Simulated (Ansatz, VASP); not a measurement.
## TiSi2: VASP beside Ansatz

```
Ti Si
1.0
     0.00000    4.06948    4.21012
     2.36587    0.00000    4.21012
     2.36587    4.06948    0.00000
Ti Si
2 4
Direct
  0.75000 0.75000 0.75000
  0.50000 0.50000 0.50000
  0.08514 0.41486 0.08514
  0.41486 0.08514 0.41486
  0.16486 0.83514 0.16486
  0.83514 0.16486 0.83514
```

Alike in both runs: functional LDA; k mesh 6 × 6 × 6; occupations fermi-dirac, width 0.1 eV; no spin polarisation.

Ansatz relaxed the structure, and its values are those at the end. VASP's run is a single point on that final structure, the one shown.

```csv
,VASP,Ansatz
version,VASP 6.6.1,Ansatz 0.2.0
potentials or method,"VASP PAW LDA potentials, release 64 (Ti_sv, Si), cutoff 520 eV",PAW plane waves
valence electrons in the cell,40,40
```

VASP gave:

| Item | Value |
| --- | --- |
| gap on the k mesh at the Fermi level (eV) | none |
| pressure (GPa) | 0.2 |

Task: Which values does Ansatz return?

Result: gap on the k mesh at the Fermi level (eV): none; pressure (GPa): 0.0.

Ansatz warns that its potentials were made for another functional, while VASP's fit it. LDA's correlation is that of Perdew and Zunger in VASP and of Perdew and Wang (1992) in Ansatz. A gap of «none» marks a metal or a gap that the smearing closes.
